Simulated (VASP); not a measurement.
# SnTe (F-43m) in VASP: settings compared, part 2 of 2

VASP 6.6.1.

### 3 Single point, r2SCAN+D3(BJ)

This run uses another cell than the first one, of 47.09 Å³/atom.

Input file POSCAR:

```
SnTe
1.0
    0.0000000000      3.6111460000      3.6111460000
    3.6111460000      0.0000000000      3.6111460000
    3.6111460000      3.6111460000      0.0000000000
Te Sn
1 1
Direct
    0.2500000000      0.2500000000      0.2500000000
    0.0000000000      0.0000000000      0.0000000000
```

Input file INCAR.step1:

```
PREC     = Accurate       # precision mode
ENCUT    = 520            # plane-wave cutoff, eV
ISMEAR   = -1             # smearing method
SIGMA    = 0.05           # smearing width, eV
LREAL    = False          # projectors in reciprocal space
LASPH    = True           # aspherical terms in the spheres
NELM     = 80             # most SCF steps
NBANDS   = 17             # bands
GGA      = PE             # functional
ALGO     = Normal         # electronic algorithm
EDIFF    = 1E-4           # SCF threshold, eV
LWAVE    = True           # write WAVECAR
LCHARG   = False          # write CHGCAR
```

Input file INCAR.step2:

```
PREC     = Accurate       # precision mode
ENCUT    = 520            # plane-wave cutoff, eV
EDIFF    = 1E-6           # SCF threshold, eV
ISMEAR   = -1             # smearing method
SIGMA    = 0.05           # smearing width, eV
LREAL    = False          # projectors in reciprocal space
LASPH    = True           # aspherical terms in the spheres
NELM     = 80             # most SCF steps
ALGO     = Normal         # electronic algorithm
ISIF     = 2              # what is computed and relaxed
LWAVE    = False          # write WAVECAR
LCHARG   = False          # write CHGCAR
METAGGA  = R2SCAN         # meta-GGA
LMIXTAU  = True         
IVDW     = 12             # dispersion correction
VDW_S6   = 1.0          
VDW_S8   = 0.78981345   
VDW_A1   = 0.49484001   
VDW_A2   = 5.73083694   
NBANDS   = 17             # bands
ISTART   = 1
```

Input file KPOINTS:

```
regular mesh
0
Gamma
  7 7 7
```

Potentials or basis: VASP PAW PBE potentials, release 64 (Te, Sn_d).

Launch:

```console
> cat potpaw_PBE.64/Te/POTCAR potpaw_PBE.64/Sn_d/POTCAR > POTCAR
> cp INCAR.step1 INCAR
> mpirun -np 1 vasp_std > vasp.out
> cp INCAR.step2 INCAR
> mpirun -np 1 vasp_std > vasp.out
```

OUTCAR:

```text
PREC = Accurate
   ENCUT = 520
   EDIFF = 1E-6
   ISMEAR = -1
   LREAL = False
   LASPH = True
   NELM = 80
   ISIF = 2
   METAGGA = R2SCAN
   IVDW = 12
   ISTART = 1
 IVDW          = 12

 ion  position               nearest neighbor table
   1  0.250  0.250  0.250-   2 3.13   2 3.13   2 3.13   2 3.13
   2  0.000  0.000  0.000-   1 3.13   1 3.13   1 3.13   1 3.13

  LATTYP: Found a face centered cubic cell.
 ALAT       =     7.2222920000

  Lattice vectors:

 A1 = (   0.0000000000,   3.6111460000,   3.6111460000)
 A2 = (   3.6111460000,   0.0000000000,   3.6111460000)
 A3 = (   3.6111460000,   3.6111460000,   0.0000000000)

Analysis of symmetry for initial positions (statically):
=====================================================================
 Subroutine PRICEL returns:
 Original cell was already a primitive cell.

 Routine SETGRP: Setting up the symmetry group for a
 face centered cubic supercell.

 Subroutine GETGRP returns: Found 24 space group operations
 (whereof 24 operations were pure point group operations)
 out of a pool of 48 trial point group operations.
[... 154 lines left out ...]
  free energy    TOTEN  =       -50.06440508 eV

  energy without entropy =      -50.06372056  energy(sigma->0) =      -50.06406282

 E-fermi :   3.1284     XC(G=0):  -7.9535

 val. band max:        2.8925565250   @ k =  -0.2857   0.4286   0.1429
 cond. band min:       3.2929582632   @ k =   0.4286   0.4286   0.0000
 fundamental gap:      0.4004017382
 Fermi energy:         3.1284239085

 k-point     1 :       0.0000    0.0000    0.0000
  band No.  band energies     occupation
      1     -19.4612      2.00000
      2     -19.4611      2.00000
      3     -19.4611      2.00000
      4     -19.4481      2.00000
      5     -19.4481      2.00000
      6      -8.9724      2.00000
[... 377 lines left out ...]
      4     -19.4484      2.00000
      5     -19.4476      2.00000
      6      -8.1639      2.00000
[... 9 lines left out ...]
     16      10.7865      0.00000
     17      12.1775      0.00000

------------------------ aborting loop because EDIFF is reached ----------------------------------------

 Edisp (eV)   -0.27326

 E8    (eV) :    -0.1030

  FORCE on cell =-STRESS in cart. coord.  units (eV):
  Direction    XX          YY          ZZ          XY          YZ          ZX
  --------------------------------------------------------------------------------------
  -------------------------------------------------------------------------------------
  Total      -0.60066    -0.60066    -0.60066    -0.00000     0.00000    -0.00000
  in kB     -10.21815   -10.21815   -10.21815    -0.00000     0.00000    -0.00000
  external pressure =      -10.22 kB  Pullay stress =        0.00 kB

 VOLUME and BASIS-vectors are now :
 -----------------------------------------------------------------------------
  energy-cutoff  :      520.00
  volume of cell :       94.18
      direct lattice vectors                 reciprocal lattice vectors
     0.000000000  3.611146000  3.611146000    -0.138460201  0.138460201  0.138460201
     3.611146000  0.000000000  3.611146000     0.138460201 -0.138460201  0.138460201
     3.611146000  3.611146000  0.000000000     0.138460201  0.138460201 -0.138460201

 POSITION                                       TOTAL-FORCE (eV/Angst)
 -----------------------------------------------------------------------------------
      1.80557      1.80557      1.80557        -0.000000      0.000000      0.000000
      0.00000      0.00000      0.00000         0.000000     -0.000000     -0.000000
 -----------------------------------------------------------------------------------
    total drift:                                0.000002      0.000002      0.000002

  FREE ENERGIE OF THE ION-ELECTRON SYSTEM (eV)
  ---------------------------------------------------
  free  energy   TOTEN  =       -50.3376692346 eV

  energy  without entropy=      -50.3369847187  energy(sigma->0) =      -50.33732698
```

OUTCAR.step1:

```text
PREC = Accurate
   ENCUT = 520
   ISMEAR = -1
   LREAL = False
   LASPH = True
[... 614 lines left out ...]
      1.80557      1.80557      1.80557         0.000000      0.000000      0.000000
      0.00000      0.00000      0.00000        -0.000000     -0.000000     -0.000000
 -----------------------------------------------------------------------------------
    total drift:                               -0.000000     -0.000000     -0.000000

  FREE ENERGIE OF THE ION-ELECTRON SYSTEM (eV)
  ---------------------------------------------------
  free  energy   TOTEN  =        -7.0650080850 eV

  energy  without entropy=       -7.0638236203  energy(sigma->0) =       -7.06441585
```

OSZICAR.step1:

```text
N       E                     dE             d eps       ncg     rms          rms(c)
DAV:   1     0.119666076004E+03    0.11967E+03   -0.92826E+03   682   0.118E+03
DAV:   2     0.458404032530E+01   -0.11508E+03   -0.11261E+03   696   0.281E+02
DAV:   3    -0.684811551735E+01   -0.11432E+02   -0.11380E+02   872   0.884E+01
DAV:   4    -0.720206201511E+01   -0.35395E+00   -0.35377E+00   811   0.160E+01
DAV:   5    -0.721445680760E+01   -0.12395E-01   -0.12394E-01  1018   0.271E+00    0.436E+00
DAV:   6    -0.706449514561E+01    0.14996E+00   -0.38968E-01   856   0.287E+00    0.284E+00
DAV:   7    -0.706229474201E+01    0.22004E-02   -0.85925E-02   720   0.110E+00    0.109E+00
DAV:   8    -0.706397806964E+01   -0.16833E-02   -0.10372E-02   782   0.707E-01    0.240E-01
DAV:   9    -0.706465555516E+01   -0.67749E-03   -0.25359E-03   718   0.309E-01    0.686E-02
DAV:  10    -0.706484700498E+01   -0.19145E-03   -0.43130E-04   794   0.106E-01    0.435E-02
DAV:  11    -0.706500676286E+01   -0.15976E-03   -0.25874E-04   690   0.669E-02    0.363E-02
DAV:  12    -0.706500808497E+01   -0.13221E-05   -0.72498E-06   536   0.202E-02
   1 F= -.70650081E+01 E0= -.70644159E+01  d E =-.118446E-02
```

Run time: 2.3 min. Hardware: 1 thread of Intel Xeon Platinum 8488C (Sapphire Rapids), shared host; peak memory 0.27 GiB.

What came out:

| Property | Result |
| --- | --- |
| Free energy | -50.3377 eV |
| Pressure | -1.0 GPa |
| Band gap on the k mesh | 0.40 eV (least direct gap 0.93 eV) |
| Dispersion energy per atom | -0.137 eV |

Caveat: three body term missing; semilocal functionals underestimate gaps, and a narrow one can read as zero; the PAW data sets were made with another functional, which shifts forces and pressure a little; spin-orbit coupling is left out, which moves the levels of the heavy elements; an odd mesh through Γ misses points on the zone boundary, where band edges can lie.
